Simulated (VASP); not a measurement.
# ZnAg in VASP: notebook

The runs below take ZnAg through electric field gradients, with LDA.

Program: VASP 6.6.1. These are calculated values, not measurements. Logs are shortened: lines on timing, memory, paths and dates and some standing lists are left out, and cuts for length are marked.

### 1 The cell of the first run

It takes space group Pm-3m (No. 221, cubic). Conventional cell: a = 3.166 Å, b = 3.166 Å, c = 3.166 Å, α = 90.00°, β = 90.00°, γ = 90.00°. Zn (site symmetry m-3m) has 8 Ag at 2.74 Å and 6 Zn at 3.17 Å within 3.6 Å. Within 3.6 Å of Ag (site symmetry m-3m) lie 8 Zn at 2.74 Å and 6 Ag at 3.17 Å.

### 2 Electric field gradients, LDA (15.87 Å³/atom)

INCAR reads:

```
ALGO = Normal
EDIFF = 1E-8
ENCUT = 520
ISIF = 2
ISMEAR = -1
LASPH = True
LCHARG = False
LEFG = True
LREAL = False
LWAVE = False
NBANDS = 18
NELM = 80
PREC = Accurate
SIGMA = 0.03
```

KPOINTS reads:

```
k-points
0
Gamma
  12 12 12
```

POSCAR reads:

```
ZnAg
1.0
    3.1664851269      0.0000000000      0.0000000000
    0.0000000000      3.1664851269      0.0000000000
    0.0000000000      0.0000000000      3.1664851269
Zn Ag
1 1
Direct
    0.5000000000      0.5000000000      0.5000000000
    0.0000000000      0.0000000000      0.0000000000
```

Potentials or basis: VASP PAW LDA potentials, release 64 (Zn, Ag).

Launch:

```console
$ cat potpaw_LDA.64/Zn/POTCAR potpaw_LDA.64/Ag/POTCAR > POTCAR
$ mpirun -np 1 vasp_std > vasp.out
```

OUTCAR:

```text
EDIFF = 1E-8
   ENCUT = 520
   ISIF = 2
   ISMEAR = -1
   LASPH = True
   LREAL = False
   NELM = 80
   PREC = Accurate

 ion  position               nearest neighbor table
   1  0.500  0.500  0.500-   2 2.74   2 2.74   2 2.74   2 2.74   2 2.74   2 2.74   2 2.74   2 2.74

   2  0.000  0.000  0.000-   1 2.74   1 2.74   1 2.74   1 2.74   1 2.74   1 2.74   1 2.74   1 2.74

  LATTYP: Found a simple cubic cell.
 ALAT       =     3.1664851269

  Lattice vectors:

 A1 = (   3.1664851269,   0.0000000000,   0.0000000000)
 A2 = (   0.0000000000,   3.1664851269,   0.0000000000)
 A3 = (   0.0000000000,   0.0000000000,   3.1664851269)

Analysis of symmetry for initial positions (statically):
=====================================================================
 Subroutine PRICEL returns:
 Original cell was already a primitive cell.

 Routine SETGRP: Setting up the symmetry group for a
 simple cubic supercell.

 Subroutine GETGRP returns: Found 48 space group operations
 (whereof 48 operations were pure point group operations)
 out of a pool of 48 trial point group operations.

The static configuration has the point symmetry O_h .

Analysis of symmetry for dynamics (positions and initial velocities):
=====================================================================
 Subroutine PRICEL returns:
 Original cell was already a primitive cell.

 Routine SETGRP: Setting up the symmetry group for a
 simple cubic supercell.

 Subroutine GETGRP returns: Found 48 space group operations
 (whereof 48 operations were pure point group operations)
 out of a pool of 48 trial point group operations.

The dynamic configuration has the point symmetry O_h .

 Subroutine INISYM returns: Found 48 space group operations
 (whereof 48 operations are pure point group operations),
 and found     1 'primitive' translations

----------------------------------------------------------------------------------------

                                     Primitive cell

  volume of cell :      31.7492

  direct lattice vectors                    reciprocal lattice vectors
     3.166485127  0.000000000  0.000000000     0.315807578  0.000000000  0.000000000
     0.000000000  3.166485127  0.000000000     0.000000000  0.315807578  0.000000000
     0.000000000  0.000000000  3.166485127     0.000000000  0.000000000  0.315807578

  length of vectors
     3.166485127  3.166485127  3.166485127     0.315807578  0.315807578  0.315807578

  position of ions in fractional coordinates (direct lattice)
     0.500000000  0.500000000  0.500000000
     0.000000000  0.000000000  0.000000000

  ion indices of the primitive-cell ions
   primitive index   ion index
                 1           1
                 2           2

----------------------------------------------------------------------------------------

 KPOINTS: k-points

Automatic generation of k-mesh.
 Grid dimensions read from file:
 generate k-points for:   12   12   12

 Generating k-lattice:

  Cartesian coordinates                     Fractional coordinates (reciprocal lattice)
     0.026317298  0.000000000  0.000000000     0.083333333  0.000000000  0.000000000
     0.000000000  0.026317298  0.000000000     0.000000000  0.083333333  0.000000000
     0.000000000  0.000000000  0.026317298     0.000000000  0.000000000  0.083333333

  Length of vectors
     0.026317298  0.026317298  0.026317298

  Shift w.r.t. Gamma in fractional coordinates (k-lattice)
     0.000000000  0.000000000  0.000000000

 Subroutine IBZKPT returns following result:
 ===========================================

 Found     84 irreducible k-points:

 Following reciprocal coordinates:
            Coordinates               Weight
  0.000000  0.000000  0.000000      1.000000
  0.083333  0.000000  0.000000      6.000000
  0.166667  0.000000  0.000000      6.000000
  0.250000  0.000000  0.000000      6.000000
  0.333333  0.000000  0.000000      6.000000
  0.416667  0.000000  0.000000      6.000000
[... 16 lines left out ...]
  0.333333  0.333333  0.000000     12.000000
  0.416667  0.333333  0.000000     24.000000
 [... further k-points ...]
   k-points           NKPTS =     84   k-points in BZ     NKDIM =     84   number of bands    NBANDS=     18
   number of dos      NEDOS =    301   number of ions     NIONS =      2
   total plane-waves  NPLWV =  13824
   dimension x,y,z NGX =    24 NGY =   24 NGZ =   24
   dimension x,y,z NGXF=    48 NGYF=   48 NGZF=   48
   ions per type =               1   1
   NGX,Y,Z   is equivalent  to a cutoff of  12.60, 12.60, 12.60 a.u.
   NGXF,Y,Z  is equivalent  to a cutoff of  25.20, 25.20, 25.20 a.u.
 SYSTEM =  unknown system
   PREC   = accura    normal or accurate (medium, high low for compatibility)
   ISTART =      0    job   : 0-new  1-cont  2-samecut
   ICHARG =      2    charge: 1-file 2-atom 10-const
   ISPIN  =      1    spin polarized calculation?
   LNONCOLLINEAR =      F non collinear calculations
   LSORBIT =      F    spin-orbit coupling
   LASPH  =      T    aspherical Exc in radial PAW
   ENCUT  =  520.0 eV  38.22 Ry    6.18 a.u.   5.89  5.89  5.89*2*pi/ulx,y,z
   NELM   =     80;   NELMIN=  2; NELMDL= -5     # of ELM steps
   EDIFF  = 0.1E-07   stopping-criterion for ELM
   LREAL  =      F    real-space projection
   EDIFFG = 0.1E-06   stopping-criterion for IOM
   NSW    =      0    number of steps for IOM
   IBRION =     -1    ionic relax: 0-MD 1-quasi-New 2-CG
   NFREE  =      0    steps in history (QN), initial steepest desc. (CG)
   ISIF   =      2    stress and relaxation
   ISYM   =      2    0-nonsym 1-usesym 2-fastsym
   POTIM  = 0.5000    time-step for ionic-motion
   TEBEG  =    0.0;   TEEND  =   0.0 temperature during run
   PSTRESS=    0.0 pullay stress
   NELECT =      23.0000    total number of electrons
   NUPDOWN=      -1.0000    fix difference up-down
   EMIN   =  10.00;   EMAX   =-10.00  energy-range for DOS
   EFERMI =   0.00;   METHOD = LEGACY
   ISMEAR =    -1;   SIGMA  =   0.03  broadening in eV -4-tet -1-fermi 0-gaus
   EFERMI_NEDOS =   21; number of points for ismear=-14 and -15
   IALGO  =     38    algorithm
   IMIX   =      4    mixing-type and parameters
     AMIX     =   0.40;   BMIX     =  1.00
     AMIX_MAG =   1.60;   BMIX_MAG =  1.00
  volume/ion in A,a.u.               =      15.87       107.13
  Fermi-wavevector in a.u.,A,eV,Ry     =   1.470302  2.778469 29.412926  2.161789
  Thomas-Fermi vector in A             =   2.585575
   LORBIT       =      0    0 simple, 1 ext, 2 COOP (PROOUT), +10 PAW based schemes
   GGA     = CA    functional components
   LHFCALC =     F    Hartree Fock is set to
   AEXX    =    0.0000 exact exchange contribution
   IVDW    =     0    specifies the selected vdW correction
   LEPSILON=     F    determine dielectric tensor
   LRPA    =     F    only Hartree local field effects (RPA)
 non-spin polarized calculation
  energy-cutoff  :      520.00
  volume of cell :       31.75
 maximum number of plane-waves:       876
 NGX is ok and might be reduce to    24
   NGX = 11   NGY = 11   NGZ = 11

 number of electron      23.0000027 magnetization

 Free energy of the ion-electron system (eV)
  ---------------------------------------------------
  ext. energy  EPLUGINS =         0.00000000
  ---------------------------------------------------
  free energy    TOTEN  =        -5.71786004 eV

  energy without entropy =       -5.71661822  energy(sigma->0) =       -5.71723913

 E-fermi :   5.9614     XC(G=0): -12.3617

 val. band max:        5.9566958790   @ k =   0.5000   0.3333   0.3333
 cond. band min:       6.0675281572   @ k =   0.3333   0.2500   0.0000
 fundamental gap:      0.1108322782
 Fermi energy:         5.9613957826

 k-point     1 :       0.0000    0.0000    0.0000
  band No.  band energies     occupation
      1      -3.4001      2.00000
      2      -1.9252      2.00000
      3      -1.9252      2.00000
      4      -1.3696      2.00000
      5      -1.3696      2.00000
      6      -1.3696      2.00000
[... 10 lines left out ...]
     17      17.1341      0.00000
     18      25.2312      0.00000

 k-point     2 :       0.0833    0.0000    0.0000
  band No.  band energies     occupation
      1      -3.2864      2.00000
      2      -1.9051      2.00000
      3      -1.8956      2.00000
      4      -1.3718      2.00000
      5      -1.3718      2.00000
      6      -1.3613      2.00000
[... 10 lines left out ...]
     17      17.9371      0.00000
     18      24.7036      0.00000

 k-point     3 :       0.1667    0.0000    0.0000
  band No.  band energies     occupation
      1      -2.9526      2.00000
      2      -1.8488      2.00000
      3      -1.8128      2.00000
      4      -1.3774      2.00000
      5      -1.3774      2.00000
      6      -1.3382      2.00000
[... 10 lines left out ...]
     17      20.0990      0.00000
     18      23.6910      0.00000

 k-point     4 :       0.2500    0.0000    0.0000
  band No.  band energies     occupation
      1      -2.4308      2.00000
      2      -1.7680      2.00000
      3      -1.6843      2.00000
      4      -1.3840      2.00000
      5      -1.3840      2.00000
      6      -1.3061      2.00000
[... 10 lines left out ...]
     17      22.0842      0.00000
     18      22.0843      0.00000

 k-point     5 :       0.3333    0.0000    0.0000
  band No.  band energies     occupation
      1      -1.8770      2.00000
      2      -1.6818      2.00000
      3      -1.4251      2.00000
      4      -1.3892      2.00000
      5      -1.3892      2.00000
      6      -1.2732      2.00000
[... 10 lines left out ...]
     17      20.2617      0.00000
     18      20.2617      0.00000

 k-point     6 :       0.4167    0.0000    0.0000
  band No.  band energies     occupation
      1      -1.6605      2.00000
      2      -1.6145      2.00000
      3      -1.3920      2.00000
      4      -1.3920      2.00000
      5      -1.2486      2.00000
      6      -0.8088      2.00000
[... 307 lines left out ...]
 k-point    21 :       0.4167    0.2500    0.0000
  band No.  band energies     occupation
      1      -1.8003      2.00000
      2      -1.7278      2.00000
      3      -1.5275      2.00000
      4      -1.4314      2.00000
      5      -1.3438      2.00000
      6      -0.2444      2.00000
[... 10 lines left out ...]
     17      19.3835      0.00000
     18      20.1554      0.00000

 k-point    22 :       0.5000    0.2500    0.0000
  band No.  band energies     occupation
      1      -1.7628      2.00000
      2      -1.7605      2.00000
      3      -1.5184      2.00000
      4      -1.4614      2.00000
      5      -1.3234      2.00000
      6      -0.0961      2.00000
[... 10 lines left out ...]
     17      18.7193      0.00000
     18      19.8759      0.00000

 k-point    23 :       0.3333    0.3333    0.0000
  band No.  band energies     occupation
      1      -1.8774      2.00000
      2      -1.7643      2.00000
      3      -1.5696      2.00000
      4      -1.4507      2.00000
      5      -1.2909      2.00000
      6      -0.3716      2.00000
[... 10 lines left out ...]
     17      20.3045      0.00000
     18      20.4600      0.00000

 k-point    24 :       0.4167    0.3333    0.0000
  band No.  band energies     occupation
      1      -1.8881      2.00000
      2      -1.8213      2.00000
      3      -1.5871      2.00000
      4      -1.5183      2.00000
      5      -1.2182      2.00000
      6      -0.2443      2.00000
[... 10 lines left out ...]
     17      19.7899      0.00000
     18      19.9843      0.00000

 [... further k-points ...]

------------------------ aborting loop because EDIFF is reached ----------------------------------------

  FORCE on cell =-STRESS in cart. coord.  units (eV):
  Direction    XX          YY          ZZ          XY          YZ          ZX
  --------------------------------------------------------------------------------------
  -------------------------------------------------------------------------------------
  Total       -1.6846815     -1.6846815     -1.6846815     -0.0000000      0.0000000      0.0000000
  in kB      -85.0150901    -85.0150901    -85.0150901     -0.0000000      0.0000000      0.0000000
  external PRESSURE =     -85.0150901 kB  Pullay stress =       0.0000000 kB

 VOLUME and BASIS-vectors are now :
 -----------------------------------------------------------------------------
  energy-cutoff  :      520.00
  volume of cell :       31.75
      direct lattice vectors                 reciprocal lattice vectors
     3.166485127  0.000000000  0.000000000     0.315807578  0.000000000  0.000000000
     0.000000000  3.166485127  0.000000000     0.000000000  0.315807578  0.000000000
     0.000000000  0.000000000  3.166485127     0.000000000  0.000000000  0.315807578

 POSITION                                       TOTAL-FORCE (eV/Angst)
 -----------------------------------------------------------------------------------
      1.58324      1.58324      1.58324         0.000000      0.000000      0.000000
      0.00000      0.00000      0.00000         0.000000      0.000000      0.000000
 -----------------------------------------------------------------------------------
    total drift:                                0.000000      0.000000     -0.000000

  FREE ENERGIE OF THE ION-ELECTRON SYSTEM (eV)
  ---------------------------------------------------
  free  energy   TOTEN  =        -5.7178600396 eV

  energy  without entropy=       -5.7166182216  energy(sigma->0) =       -5.71723913

 Electric field gradients (V/A^2)
---------------------------------------------------------------------
 ion       V_xx      V_yy      V_zz      V_xy      V_xz      V_yz
---------------------------------------------------------------------
   1      -0.000     0.000    -0.000    -0.000    -0.000    -0.000
   2      -0.000    -0.000     0.000    -0.000    -0.000     0.000
---------------------------------------------------------------------

 Electric field gradients after diagonalization (V/A^2)
 (convention: |V_zz| > |V_xx| > |V_yy|)
----------------------------------------------------------------------
 ion       V_xx      V_yy      V_zz     asymmetry (V_yy - V_xx)/ V_zz
----------------------------------------------------------------------
   1       0.000    -0.000    -0.000       1.149
   2       0.000    -0.000    -0.000       1.370
----------------------------------------------------------------------

           NMR quadrupolar parameters

 Cq : quadrupolar parameter    Cq=e*Q*V_zz/h
 eta: asymmetry parameters     (V_yy - V_xx)/ V_zz
 Q  : nuclear electric quadrupole moment in mb (millibarn)
----------------------------------------------------------------------
 ion       Cq(MHz)       eta       Q (mb)
----------------------------------------------------------------------
   1      -0.000       1.149       1.000
   2      -0.000       1.370       1.000
----------------------------------------------------------------------
```

It took 11 s on 1 thread of Intel Xeon 6975P-C (Granite Rapids), shared host; peak memory 0.16 GiB.

What came out:

```
Free energy                             : -5.7179 eV
Pressure                                : -8.5 GPa
Band gap on the k mesh                  : zero (an odd number of electrons rules out a gap without spin polarisation)
Largest electric field gradient by atom : zero within the noise of the run
```

Caveat: the cell stands under tension.

### 3 Electric field gradients, LDA (15.87 Å³/atom)

INCAR reads:

```
SYSTEM = ZnAg
PREC     = Accurate       ! precision mode
ENCUT    = 520            ! plane-wave cutoff, eV
EDIFF    = 1E-8           ! SCF threshold, eV
ISMEAR   = -1             ! smearing method
SIGMA    = 0.03           ! smearing width, eV
LREAL    = .FALSE.        ! projectors in reciprocal space
LASPH    = .TRUE.         ! aspherical terms in the spheres
NELM     = 100            ! most SCF steps
ALGO     = Normal         ! electronic algorithm
ISIF     = 2              ! what is computed and relaxed
LWAVE    = .FALSE.        ! write WAVECAR
LCHARG   = .FALSE.        ! write CHGCAR
GGA      = CA             ! functional
LEFG     = .TRUE.       
NBANDS   = 18             ! bands
```

KPOINTS reads:

```
Automatic mesh
0
G
  12 12 12
  0 0 0
```

POSCAR is that of step 2.

Potentials or basis: VASP PAW LDA potentials, release 64 (Zn, Ag).

Launch:

```console
$ cat potpaw_LDA.64/Zn/POTCAR potpaw_LDA.64/Ag/POTCAR > POTCAR
$ mpirun -np 1 vasp_std > vasp.out
```

OUTCAR:

```text
SYSTEM = ZnAg
   PREC = Accurate
   ENCUT = 520
   EDIFF = 1E-8
   ISMEAR = -1
   LREAL = .FALSE.
   LASPH = .TRUE.
   NELM = 100
   ISIF = 2
   GGA = CA

 ion  position               nearest neighbor table
   1  0.500  0.500  0.500-   2 2.74   2 2.74   2 2.74   2 2.74   2 2.74   2 2.74   2 2.74   2 2.74

   2  0.000  0.000  0.000-   1 2.74   1 2.74   1 2.74   1 2.74   1 2.74   1 2.74   1 2.74   1 2.74

  LATTYP: Found a simple cubic cell.
 ALAT       =     3.1664851269

  Lattice vectors:

 A1 = (   3.1664851269,   0.0000000000,   0.0000000000)
 A2 = (   0.0000000000,   3.1664851269,   0.0000000000)
 A3 = (   0.0000000000,   0.0000000000,   3.1664851269)

Analysis of symmetry for initial positions (statically):
=====================================================================
 Subroutine PRICEL returns:
 Original cell was already a primitive cell.

 Routine SETGRP: Setting up the symmetry group for a
 simple cubic supercell.

 Subroutine GETGRP returns: Found 48 space group operations
[... 693 lines left out ...]
     3.166485127  0.000000000  0.000000000     0.315807578  0.000000000  0.000000000
     0.000000000  3.166485127  0.000000000     0.000000000  0.315807578  0.000000000
     0.000000000  0.000000000  3.166485127     0.000000000  0.000000000  0.315807578

 POSITION                                       TOTAL-FORCE (eV/Angst)
 -----------------------------------------------------------------------------------
      1.58324      1.58324      1.58324         0.000000      0.000000      0.000000
      0.00000      0.00000      0.00000         0.000000      0.000000      0.000000
 -----------------------------------------------------------------------------------
    total drift:                                0.000000      0.000000     -0.000000

  FREE ENERGIE OF THE ION-ELECTRON SYSTEM (eV)
  ---------------------------------------------------
  free  energy   TOTEN  =        -5.7178600396 eV

  energy  without entropy=       -5.7166182216  energy(sigma->0) =       -5.71723913

 Electric field gradients (V/A^2)
---------------------------------------------------------------------
 ion       V_xx      V_yy      V_zz      V_xy      V_xz      V_yz
---------------------------------------------------------------------
   1      -0.000     0.000    -0.000    -0.000    -0.000    -0.000
   2      -0.000    -0.000     0.000    -0.000    -0.000     0.000
---------------------------------------------------------------------

 Electric field gradients after diagonalization (V/A^2)
 (convention: |V_zz| > |V_xx| > |V_yy|)
----------------------------------------------------------------------
 ion       V_xx      V_yy      V_zz     asymmetry (V_yy - V_xx)/ V_zz
----------------------------------------------------------------------
   1       0.000    -0.000    -0.000       1.149
   2       0.000    -0.000    -0.000       1.370
----------------------------------------------------------------------

           NMR quadrupolar parameters

 Cq : quadrupolar parameter    Cq=e*Q*V_zz/h
 eta: asymmetry parameters     (V_yy - V_xx)/ V_zz
 Q  : nuclear electric quadrupole moment in mb (millibarn)
----------------------------------------------------------------------
 ion       Cq(MHz)       eta       Q (mb)
----------------------------------------------------------------------
   1      -0.000       1.149       1.000
   2      -0.000       1.370       1.000
----------------------------------------------------------------------
```

Run time: 12 s. Hardware: 1 thread of Intel Xeon 6975P-C (Granite Rapids), shared host; peak memory 0.16 GiB.

Results:

```
Free energy                             : -5.7179 eV
Pressure                                : -8.5 GPa
Band gap on the k mesh                  : zero (an odd number of electrons rules out a gap without spin polarisation)
Largest electric field gradient by atom : zero within the noise of the run
```

Caveat: the cell stands under tension.

(Continued in part 2 of 2.)
